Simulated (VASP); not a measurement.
A run of VASP 6.6.1 is set up as follows.

Contents of INCAR:

```
SYSTEM = KI
  PREC = Accurate
  ENCUT = 520
  EDIFF = 1E-6
  ISMEAR = 0
  SIGMA = 0.05
  LREAL = .False.
  LASPH = .True.
  NELM = 80
  ALGO = Normal
  ISIF = 2
  LWAVE = .False.
  LCHARG = .False.
  GGA = PE
  NBANDS = 15
```

File KPOINTS:

```
regular mesh
0
Gamma
  6 6 6
  0 0 0
```

The input POSCAR:

```
KI
1.0
    0.0000000000      3.6655320000      3.8065140000
    3.6655320000      0.0000000000      3.8065140000
    3.6655320000      3.6655320000      0.0000000000
K I
1 1
Direct
    0.0000000000      0.0000000000      0.0000000000
    0.5000000000      0.5000000000      0.5000000000
```

Potentials or basis: VASP PAW PBE potentials, release 64 (K_sv, I).

Command:

```bash
$ cat potpaw_PBE.64/K_sv/POTCAR potpaw_PBE.64/I/POTCAR > POTCAR
$ mpirun -np 1 vasp_std > vasp.out
```

Task: What does it give for the pressure?

Result: -0.8 GPa.

Task: Estimate the band gap on the k mesh.

Result: 3.64 eV, direct.

Stress tensor (GPa, compression positive):
```
-0.66  0.00  0.00
 0.00 -0.66  0.00
 0.00  0.00 -1.03
```

Caveat: the cell differs from its parent crystal (strain +0.040 along x and y, +0.080 along z); spin-orbit coupling is left out, which moves the levels of the heavy elements.
